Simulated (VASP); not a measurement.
Runs of VASP 6.6.1 on Lu3Si. It takes space group Pm-3m (No. 221, cubic). Conventional cell: a = 4.541 Å, b = 4.541 Å, c = 4.541 Å, α = 90.00°, β = 90.00°, γ = 90.00°. Lu (site symmetry 4/mmm) has 8 Lu at 3.21 Å and 4 Si at 3.21 Å within 4.2 Å. Within 4.2 Å of Si (site symmetry m-3m) lie 12 Lu at 3.21 Å. 

| k mesh | gap on the mesh (eV) | pressure (GPa) |
| --- | --- | --- |
| 10 × 10 × 10 | none | (a) |
| 7 × 7 × 7 | none | -0.6 |
| 8 × 8 × 8 | none | -0.6 |
| 5 × 5 × 5 | none | -0.5 |

Alike in all rows: task single point; level PBE; potentials or basis VASP PAW PBE potentials, release 64 (Lu, Si); no spin polarisation; cell as given; cutoff (eV) 520; smearing gaussian 0.1 eV.

**Question.** Fill in the values left out.

**Answer.** (a) -1.0.

Caveats: spin-orbit coupling is left out, which moves the levels of the heavy elements.

A k mesh can miss the band edges, and the runs leave out spin-orbit coupling on Lu.

A gap of «none» marks levels without a gap at the run's occupations.
